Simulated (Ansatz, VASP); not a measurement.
**One calculation of RbBr, two programs**

The input POSCAR:

```
RbBr
1.0
    0.0000000000      4.0242767392      4.0242767392
    4.0242767392      0.0000000000      4.0242767392
    4.0242767392      4.0242767392      0.0000000000
Rb Br
1 1
Direct
    0.0000000000      0.0000000000      0.0000000000
    0.2500000000      0.2500000000      0.2500000000
```

INCAR.step1

```
SYSTEM = RbBr
PREC = Accurate ; ENCUT = 520
EDIFF = 1E-5 ; ISMEAR = 0
SIGMA = 0.01 ; LREAL = .FALSE.
LASPH = .TRUE. ; NELM = 60
ALGO = Normal ; ISIF = 2
LWAVE = .TRUE. ; LCHARG = .FALSE.
NBANDS = 15 ; GGA = PE
```

INCAR.step2

```
SYSTEM = RbBr
PREC = Accurate ; ENCUT = 520
EDIFF = 1E-6 ; ISMEAR = 0
SIGMA = 0.01 ; LREAL = .FALSE.
LASPH = .TRUE. ; NELM = 60
ALGO = Normal ; ISIF = 2
LWAVE = .FALSE. ; LCHARG = .FALSE.
GGA = PE ; LHFCALC = .TRUE.
HFSCREEN = 0.2079 ; PRECFOCK = Normal
NBANDS = 15 ; ISTART = 1
```

The input KPOINTS:

```
Automatic mesh
0
G
  4 4 4
  0 0 0
```

Input for Ansatz:

```yaml
crystal:
  lattice:
    - [0.0, 4.0242767392, 4.0242767392]
    - [4.0242767392, 0.0, 4.0242767392]
    - [4.0242767392, 4.0242767392, 0.0]
  atoms:
    - { symbol: Rb, position: [0.0, 0.0, 0.0] }
    - { symbol: Br, position: [0.25, 0.25, 0.25] }
kpoints:
  mp_grid: { grid: [4, 4, 4] }
  band_path:
    path:
      - [0.0, 0.0, 0.0]
      - [-0.5, -0.5, 0.0]
      - [-0.375, -0.375, 0.25]
      - [-0.375, 0.0, 0.375]
      - [0.0, 0.0, 0.5]
      - [-0.5, -0.25, 0.25]
      - [0.0, 0.5, 0.5]
    npoints: 1
hamiltonian:
  xc: hse06
scf:
  occupations: { method: fixed }
  n_extra_bands: 4
output:
  forces: true
  stress: true
  eigenvalues: true
```

Change from the starting cell: hydrostatic strain +4.0%.

Alike in both runs: task single point; functional HSE06; k mesh 4 × 4 × 4; no spin polarisation.

```csv
,VASP,Ansatz
version,VASP 6.6.1,Ansatz 0.2.0
potentials or method,"VASP PAW PBE potentials, release 64 (Rb_sv, Br)","plane waves, PAW"
plane-wave cutoff (eV),520,420
occupations,"gaussian, width 0.01 eV",fixed
valence electrons in the cell,16,16
```

|  | VASP | Ansatz | Ansatz less VASP |
| --- | --- | --- | --- |
| gap on the k mesh at the Fermi level (eV) | 4.99 | 4.99 | -0.004 |
| pressure (GPa) | -0.7 | -0.7 | 0.00 |

Ansatz's warnings: stress exchange threshold loose, stress scf threshold loose.
